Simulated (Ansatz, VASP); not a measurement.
**HfO2: VASP beside Ansatz**

The input INCAR:

```
SYSTEM = HfO2
PREC = Accurate
ENCUT = 520
EDIFF = 1E-6
ISMEAR = 0
SIGMA = 0.05
LREAL = .False.
LASPH = .True.
NELM = 60
ALGO = Normal
ISIF = 2
LWAVE = .False.
LCHARG = .False.
GGA = PE
NBANDS = 31
```

KPOINTS

```
regular mesh
0
Gamma
  6 6 6
  0 0 0
```

POSCAR

```
HfO2
1.0
    3.7120466648      0.1372081720     -0.0345703870
    0.1372081720      3.5034629568     -0.1332289214
   -0.0502507791     -0.1936587261      5.1121491699
Hf O
2 4
Direct
    0.5592183676      0.5890065980      0.4748428247
   -0.0164443733     -0.0190890500     -0.0397863498
   -0.0146514885      0.4412091671      0.7178565913
    0.5265525517     -0.0763464525      0.8420441268
    0.5455351112      0.0032446696      0.3134113761
   -0.1002101687      0.5619750678      0.1916314309
```

Input for Ansatz:

```yaml
crystal:
  lattice:
    - [3.7120466648, 0.137208172, -0.034570387]
    - [0.137208172, 3.5034629568, -0.1332289214]
    - [-0.0502507791, -0.1936587261, 5.1121491699]
  atoms:
    - { symbol: Hf, position: [0.5592183676, 0.589006598, 0.4748428247] }
    - { symbol: Hf, position: [-0.0164443733, -0.01908905, -0.0397863498] }
    - { symbol: O, position: [-0.0146514885, 0.4412091671, 0.7178565913] }
    - { symbol: O, position: [0.5265525517, -0.0763464525, 0.8420441268] }
    - { symbol: O, position: [0.5455351112, 0.0032446696, 0.3134113761] }
    - { symbol: O, position: [-0.1002101687, 0.5619750678, 0.1916314309] }
basis:
  ecutwfc: 420
kpoints:
  mp_grid: { grid: [6, 6, 6] }
hamiltonian:
  xc: pbe
scf:
  occupations: { method: gaussian, width: 0.05 }
output:
  forces: true
  stress: true
  eigenvalues: true
  write_density: true
  write_potential: true
  elf: true
  volumetric_format: npy
```

Change from the starting cell: all atoms moved at random (sigma 0.22 Å a component), cell strained at random (sigma 0.03).

Alike in both runs: task single point; functional PBE; k mesh 6 × 6 × 6; occupations gaussian, width 0.05 eV; no spin polarisation.

```csv
,VASP,Ansatz
version,VASP 6.6.1,Ansatz 0.2.0
potentials or method,"VASP PAW PBE potentials, release 64 (Hf_pv, O), cutoff 520 eV","scalar-relativistic, plane waves, PAW"
valence electrons in the cell,44,76
```

|  | VASP | Ansatz | Ansatz less VASP |
| --- | --- | --- | --- |
| gap on the k mesh at the Fermi level (eV) | 3.10 | 3.11 | +0.010 |
| least direct gap on the mesh (eV) | 3.73 | 3.74 | +0.013 |
| pressure (GPa) | 37.8 | 40.6 | +2.84 |
| traceless stress, the component that is largest in VASP (GPa) | -14.04 | -13.80 | +0.236 |
| rms of the force components (eV/Å) | 4.280 | 4.287 | +0.0072 |

Atom by atom the forces differ by 0.052 eV/Å (rms over components). Both programs put the cell under a high pressure, so it lies far from rest at this level. VASP's potentials hold 44 valence electrons a cell and Ansatz's 76, so a difference there can come from the potentials and not from the codes.

Neither program's run includes spin-orbit coupling.
